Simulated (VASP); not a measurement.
# Ta (Fm-3m) in VASP: a series of runs

Runs on Ta. Level: r2SCAN. Tasks: single point.

Everything below comes from runs of VASP 6.6.1. Logs are shortened: lines on timing, memory, paths and dates and some standing lists are left out, and cuts for length are marked.

## 1. The cell of the first run

Symmetry: Fm-3m, No. 225, cubic system. Conventional cell: a = 4.200 Å, b = 4.200 Å, c = 4.200 Å, α = 90.00°, β = 90.00°, γ = 90.00°. Within 3.9 Å of Ta (site symmetry m-3m) lie 12 Ta at 2.97 Å.

## 2. Single point, r2SCAN

Contents of POSCAR:

```
Ta
1.0
    0.0000000000      2.1001305324      2.1001305324
    2.1001305324      0.0000000000      2.1001305324
    2.1001305324      2.1001305324      0.0000000000
Ta
1
Direct
    0.0000000000      0.0000000000      0.0000000000
```

Contents of INCAR.step1:

```
PREC = Accurate ; ENCUT = 520
ISMEAR = 0 ; SIGMA = 0.05
LREAL = False ; LASPH = True
NELM = 80 ; NBANDS = 12
GGA = PE ; ALGO = Normal
EDIFF = 1E-4 ; LWAVE = True
LCHARG = False
```

Contents of INCAR.step2:

```
PREC = Accurate ; ENCUT = 520
EDIFF = 1E-7 ; ISMEAR = 0
SIGMA = 0.05 ; LREAL = False
LASPH = True ; NELM = 80
ALGO = Normal ; ISIF = 2
LWAVE = False ; LCHARG = True
METAGGA = R2SCAN ; LMIXTAU = True
LELF = True ; LVHAR = True
NBANDS = 12 ; ISTART = 1
```

Contents of KPOINTS:

```
regular mesh
0
Gamma
  18 18 18
```

Potentials or basis: VASP PAW PBE potentials, release 64 (Ta_pv).

Run with:

```console
cat potpaw_PBE.64/Ta_pv/POTCAR > POTCAR
cp INCAR.step1 INCAR
mpirun -np 1 vasp_std > vasp.out
cp INCAR.step2 INCAR
mpirun -np 1 vasp_std > vasp.out
```

OUTCAR:

```text
PREC = Accurate
   ENCUT = 520
   EDIFF = 1E-7
   ISMEAR = 0
   LREAL = False
   LASPH = True
   NELM = 80
   ISIF = 2
   METAGGA = R2SCAN
   ISTART = 1

 ion  position               nearest neighbor table
   1  0.000  0.000  0.000-

  LATTYP: Found a face centered cubic cell.
 ALAT       =     4.2002610648

  Lattice vectors:

 A1 = (   0.0000000000,   2.1001305324,   2.1001305324)
 A2 = (   2.1001305324,   0.0000000000,   2.1001305324)
 A3 = (   2.1001305324,   2.1001305324,   0.0000000000)

Analysis of symmetry for initial positions (statically):
=====================================================================
 Subroutine PRICEL returns:
 Original cell was already a primitive cell.

 Routine SETGRP: Setting up the symmetry group for a
 face centered cubic supercell.

 Subroutine GETGRP returns: Found 48 space group operations
 (whereof 48 operations were pure point group operations)
 out of a pool of 48 trial point group operations.

The static configuration has the point symmetry O_h .

Analysis of symmetry for dynamics (positions and initial velocities):
=====================================================================
 Subroutine PRICEL returns:
 Original cell was already a primitive cell.

 Routine SETGRP: Setting up the symmetry group for a
 face centered cubic supercell.

 Subroutine GETGRP returns: Found 48 space group operations
 (whereof 48 operations were pure point group operations)
 out of a pool of 48 trial point group operations.

The dynamic configuration has the point symmetry O_h .

 Subroutine INISYM returns: Found 48 space group operations
 (whereof 48 operations are pure point group operations),
 and found     1 'primitive' translations

----------------------------------------------------------------------------------------

                                     Primitive cell

  volume of cell :      18.5255

  direct lattice vectors                    reciprocal lattice vectors
     0.000000000  2.100130532  2.100130532    -0.238080439  0.238080439  0.238080439
     2.100130532  0.000000000  2.100130532     0.238080439 -0.238080439  0.238080439
     2.100130532  2.100130532  0.000000000     0.238080439  0.238080439 -0.238080439

  length of vectors
     2.970033082  2.970033082  2.970033082     0.412367417  0.412367417  0.412367417

  position of ions in fractional coordinates (direct lattice)
     0.000000000  0.000000000  0.000000000

  ion indices of the primitive-cell ions
   primitive index   ion index
[... 76 lines left out ...]
   NSW    =      0    number of steps for IOM
   IBRION =     -1    ionic relax: 0-MD 1-quasi-New 2-CG
   NFREE  =      0    steps in history (QN), initial steepest desc. (CG)
   ISIF   =      2    stress and relaxation
   ISYM   =      2    0-nonsym 1-usesym 2-fastsym
   POTIM  = 0.5000    time-step for ionic-motion
   TEBEG  =    0.0;   TEEND  =   0.0 temperature during run
   PSTRESS=    0.0 pullay stress
   NELECT =      11.0000    total number of electrons
   NUPDOWN=      -1.0000    fix difference up-down
   EMIN   =  10.00;   EMAX   =-10.00  energy-range for DOS
   EFERMI =   0.00;   METHOD = LEGACY
   ISMEAR =     0;   SIGMA  =   0.05  broadening in eV -4-tet -1-fermi 0-gaus
   EFERMI_NEDOS =   21; number of points for ismear=-14 and -15
   IALGO  =     38    algorithm
   IMIX   =      4    mixing-type and parameters
     AMIX     =   0.40;   BMIX     =  1.00
     AMIX_MAG =   1.60;   BMIX_MAG =  1.00
  volume/ion in A,a.u.               =      18.53       125.02
  Fermi-wavevector in a.u.,A,eV,Ry     =   1.375993  2.600249 25.760668  1.893356
  Thomas-Fermi vector in A             =   2.501278
   LORBIT       =      0    0 simple, 1 ext, 2 COOP (PROOUT), +10 PAW based schemes
   METAGGA = R2SCAN    functional components
   LHFCALC =     F    Hartree Fock is set to
   AEXX    =    0.0000 exact exchange contribution
   IVDW    =     0    specifies the selected vdW correction
   LEPSILON=     F    determine dielectric tensor
   LRPA    =     F    only Hartree local field effects (RPA)
 non-spin polarized calculation
 Gauss-broadening in eV      SIGMA  =   0.05
  energy-cutoff  :      520.00
  volume of cell :       18.53
 maximum number of plane-waves:       531
 NGX is ok and might be reduce to    24
   NGX = 11   NGY = 11   NGZ = 11

 number of electron      11.0000001 magnetization

 Free energy of the ion-electron system (eV)
  ---------------------------------------------------
  ext. energy  EPLUGINS =         0.00000000
  ---------------------------------------------------
  free energy    TOTEN  =       -48.33950437 eV

  energy without entropy =      -48.33831707  energy(sigma->0) =      -48.33891072

 E-fermi :   5.5173     XC(G=0): -13.6033

 val. band max:        5.5088061806   @ k =  -0.4444   0.0556   0.0000
 cond. band min:       5.5436102845   @ k =  -0.4444   0.3333   0.0556
 fundamental gap:      0.0348041040
 Fermi energy:         5.5173294155

 k-point     1 :       0.0000    0.0000    0.0000
  band No.  band energies     occupation
      1     -29.2609      2.00000
      2     -29.2609      2.00000
      3     -29.2609      2.00000
      4      -3.1160      2.00000
      5       6.0144      0.00000
      6       6.0144      0.00000
      7       6.0144      0.00000
      8       9.3234      0.00000
      9       9.3234      0.00000
     10      16.9907      0.00000
     11      18.5655      0.00000
     12      23.9185      0.00000
[... 331 lines left out ...]
 k-point    24 :      -0.2222    0.0556    0.0000
  band No.  band energies     occupation
      1     -29.8118      2.00000
      2     -29.3682      2.00000
      3     -29.3190      2.00000
      4      -0.9212      2.00000
      5       4.6854      2.00000
      6       6.4228      0.00000
      7       6.6013      0.00000
      8       8.7460      0.00000
      9       9.7777      0.00000
     10      16.9891      0.00000
     11      19.0937      0.00000
     12      22.5680      0.00000

 [... further k-points ...]
[... 5 lines left out ...]
  --------------------------------------------------------------------------------------
  -------------------------------------------------------------------------------------
  Total        0.1877901      0.1877901      0.1877901      0.0000000     -0.0000000      0.0000000
  in kB       16.2410647     16.2410647     16.2410647      0.0000000     -0.0000000      0.0000000
  external PRESSURE =      16.2410647 kB  Pullay stress =       0.0000000 kB

 VOLUME and BASIS-vectors are now :
 -----------------------------------------------------------------------------
  energy-cutoff  :      520.00
  volume of cell :       18.53
      direct lattice vectors                 reciprocal lattice vectors
     0.000000000  2.100130532  2.100130532    -0.238080439  0.238080439  0.238080439
     2.100130532  0.000000000  2.100130532     0.238080439 -0.238080439  0.238080439
     2.100130532  2.100130532  0.000000000     0.238080439  0.238080439 -0.238080439

 POSITION                                       TOTAL-FORCE (eV/Angst)
 -----------------------------------------------------------------------------------
      0.00000      0.00000      0.00000         0.000000      0.000000     -0.000000
 -----------------------------------------------------------------------------------
    total drift:                                0.000000      0.000000     -0.000000

  FREE ENERGIE OF THE ION-ELECTRON SYSTEM (eV)
  ---------------------------------------------------
  free  energy   TOTEN  =       -48.3395043660 eV

  energy  without entropy=      -48.3383170750  energy(sigma->0) =      -48.33891072
```

OUTCAR.step1:

```text
PREC = Accurate
   ENCUT = 520
   ISMEAR = 0
   LREAL = False
   LASPH = True
   NELM = 80
[... 575 lines left out ...]

 POSITION                                       TOTAL-FORCE (eV/Angst)
 -----------------------------------------------------------------------------------
      0.00000      0.00000      0.00000         0.000000      0.000000      0.000000
 -----------------------------------------------------------------------------------
    total drift:                                0.000000      0.000000     -0.000000

  FREE ENERGIE OF THE ION-ELECTRON SYSTEM (eV)
  ---------------------------------------------------
  free  energy   TOTEN  =       -11.5698739457 eV

  energy  without entropy=      -11.5679064917  energy(sigma->0) =      -11.56889022
```

Run time: 90 s. Hardware: 1 thread of Intel Xeon Platinum 8488C (Sapphire Rapids), shared host; peak memory 0.17 GiB.

What came out:

```yaml
Free_energy: -48.3395 eV
Pressure: 1.6 GPa
```

Levels at points of the mesh, in eV from the Fermi level:
| k point | band 3 | band 4 | band 5 | band 6 | band 7 | band 8 |
| --- | --- | --- | --- | --- | --- | --- |
| (0.00, 0.00, 0.00) | -34.78 | -8.63 | 0.50 | 0.50 | 0.50 | 3.81 |
| (0.50, 0.00, 0.00) | -34.93 | -4.90 | 0.32 | 0.32 | 0.53 | 6.15 |
| (0.50, 0.50, 0.00) | -35.18 | -4.64 | -3.60 | 2.92 | 6.23 | 6.80 |

Caveat: the PAW data sets were made with another functional, which shifts forces and pressure a little; spin-orbit coupling is left out, which moves the levels of the heavy elements.

## 3. Single point, r2SCAN

This run uses another cell than the first one, of 18.63 Å³/atom, 1.005 times its volume.

Contents of POSCAR:

```
Ta
1.0
    0.0000000000      2.1039367079      2.1039367079
    2.1039367079      0.0000000000      2.1039367079
    2.1039367079      2.1039367079      0.0000000000
Ta
1
Direct
    0.0000000000      0.0000000000      0.0000000000
```

Contents of INCAR.step1:

```
SYSTEM = Ta
ALGO = Normal ; EDIFF = 1E-4
ENCUT = 520 ; GGA = PE
ISMEAR = 0 ; LASPH = .True.
LCHARG = .False. ; LREAL = .False.
LWAVE = .True. ; NBANDS = 12
NELM = 60 ; PREC = Accurate
SIGMA = 0.05
```

Contents of INCAR.step2:

```
SYSTEM = Ta
ALGO = Normal ; EDIFF = 1E-7
ENCUT = 520 ; ISIF = 2
ISMEAR = 0 ; ISTART = 1
LASPH = .True. ; LCHARG = .False.
LMIXTAU = .True. ; LREAL = .False.
LWAVE = .False. ; METAGGA = R2SCAN
NBANDS = 12 ; NELM = 60
PREC = Accurate ; SIGMA = 0.05
```

Contents of KPOINTS:

```
k-points
0
Gamma
  18 18 18
  0 0 0
```

Potentials or basis: VASP PAW PBE potentials, release 64 (Ta_pv).

Run with:

```console
cat potpaw_PBE.64/Ta_pv/POTCAR > POTCAR
cp INCAR.step1 INCAR
mpirun -np 1 vasp_std > vasp.out
cp INCAR.step2 INCAR
mpirun -np 1 vasp_std > vasp.out
```

It took 1.7 min on 1 thread of Intel Xeon Platinum 8488C (Sapphire Rapids), shared host; peak memory 0.17 GiB.

The run converged. Its results:

```yaml
Free_energy: -48.3402 eV
Pressure: 0.5 GPa
```

Levels at points of the mesh, in eV from the Fermi level:
| k point | band 3 | band 4 | band 5 | band 6 | band 7 | band 8 |
| --- | --- | --- | --- | --- | --- | --- |
| (0.00, 0.00, 0.00) | -34.80 | -8.61 | 0.50 | 0.50 | 0.50 | 3.79 |
| (0.50, 0.00, 0.00) | -34.94 | -4.88 | 0.33 | 0.33 | 0.51 | 6.11 |
| (0.50, 0.50, 0.00) | -35.19 | -4.61 | -3.57 | 2.89 | 6.19 | 6.76 |

Caveat: the PAW data sets were made with another functional, which shifts forces and pressure a little; spin-orbit coupling is left out, which moves the levels of the heavy elements.
